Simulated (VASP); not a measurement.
Here is a VASP 6.6.1 calculation.

The input INCAR:

```
PREC = Accurate
ENCUT = 520
EDIFF = 1E-7
ISMEAR = 0
SIGMA = 0.1
LREAL = False
LASPH = True
NELM = 100
ALGO = Fast
ISIF = 2
LWAVE = False
LCHARG = True
GGA = PS
LELF = True
LVHAR = True
NBANDS = 30
```

Contents of KPOINTS:

```
regular mesh
0
Gamma
  18 18 4
```

Contents of POSCAR:

```
Re
1.0
    2.7529307688      0.0000000000      0.0000000000
   -1.3764653844      2.3841079806      0.0000000000
    0.0000000000      0.0000000000     13.3244031289
Re
6
Direct
    0.0000000000      0.0000000000      0.0000000000
    0.3333333333      0.6666666667      0.1669657192
    0.6666666667      0.3333333333      0.3330342808
    0.0000000000      0.0000000000      0.5000000000
    0.6666666667      0.3333333333      0.6669657192
    0.3333333333      0.6666666667      0.8330342808
```

Potentials or basis: VASP PAW PBE potentials, release 64 (Re).

Command:

```sh
$ cat potpaw_PBE.64/Re/POTCAR > POTCAR
$ mpirun -np 1 vasp_std > vasp.out
```

Estimate the largest force.

0.004 eV/Å.

What does it give for the band gap on the k mesh?

Zero (bands 21 and 22 overlap by 3.05 eV).

Predict the pressure.

0.0 GPa.

Forces on the atoms (eV/Å):
```
Re   0.000  0.000  0.000
Re   0.000  0.000 -0.004
Re   0.000  0.000  0.004
Re   0.000  0.000  0.000
Re   0.000  0.000 -0.004
Re   0.000  0.000  0.004
```

Caveat: the PAW data sets were made with another functional, which shifts forces and pressure a little; spin-orbit coupling is left out, which moves the levels of the heavy elements.
